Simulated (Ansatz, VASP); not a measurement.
## One calculation of P, two programs

File INCAR:

```
SYSTEM = P
  ALGO = Normal
  EDIFF = 1E-6
  ENCUT = 520
  GGA = PS
  ISIF = 2
  ISMEAR = 0
  LASPH = .TRUE.
  LCHARG = .FALSE.
  LREAL = .FALSE.
  LWAVE = .FALSE.
  NBANDS = 18
  NELM = 60
  PREC = Accurate
  SIGMA = 0.05
```

KPOINTS

```
k-points
0
G
  8 1 6
  0 0 0
```

POSCAR

```
P
1.0
    3.2837277200      0.0000000000      0.0000000000
    0.0000000000     34.8570309900      0.0000000000
    0.0000000000      0.0000000000      4.8173680984
P
4
Direct
    0.0000000000      0.9702614300      0.5921507200
    0.0000000000      0.0297385700      0.4078492800
    0.5000000000      0.0297385700      0.0921507200
    0.5000000000      0.9702614300      0.9078492800
```

Input for Ansatz:

```yaml
crystal:
  lattice:
    - [3.28372772, 0.0, 0.0]
    - [0.0, 34.85703099, 0.0]
    - [0.0, 0.0, 4.8173680984]
  atoms:
    - { symbol: P, position: [0.0, 0.97026143, 0.59215072] }
    - { symbol: P, position: [0.0, 0.02973857, 0.40784928] }
    - { symbol: P, position: [0.5, 0.02973857, 0.09215072] }
    - { symbol: P, position: [0.5, 0.97026143, 0.90784928] }
basis:
  ecutwfc: 420
kpoints:
  mp_grid: { grid: [8, 1, 6] }
hamiltonian:
  xc: pbesol
scf:
  occupations: { method: gaussian, width: 0.05 }
output:
  forces: true
  stress: true
  eigenvalues: true
```

Change from the starting cell: strain +0.0400 x Voigt [0, 0, 1, 0, 0, 0], atoms carried along.

Alike in both runs: task single point; functional PBEsol; k mesh 8 × 1 × 6; occupations gaussian, width 0.05 eV; no spin polarisation.

|  | VASP | Ansatz |
| --- | --- | --- |
| version | VASP 6.6.1 | Ansatz 0.2.0 |
| potentials or method | VASP PAW PBE potentials, release 64 (P), cutoff 520 eV | scalar-relativistic, plane waves, PAW |
| valence electrons in the cell | 20 | 20 |

```csv
,VASP,Ansatz,Ansatz less VASP
gap on the k mesh at the Fermi level (eV),1.13,1.11,-0.018
least direct gap on the mesh (eV),1.13,1.11,-0.018
rms of the force components (eV/Å),0.191,0.184,-0.0072
```

VASP's potentials were made for PBE, not for PBEsol. Atom by atom the forces differ by 0.011 eV/Å (rms over components).
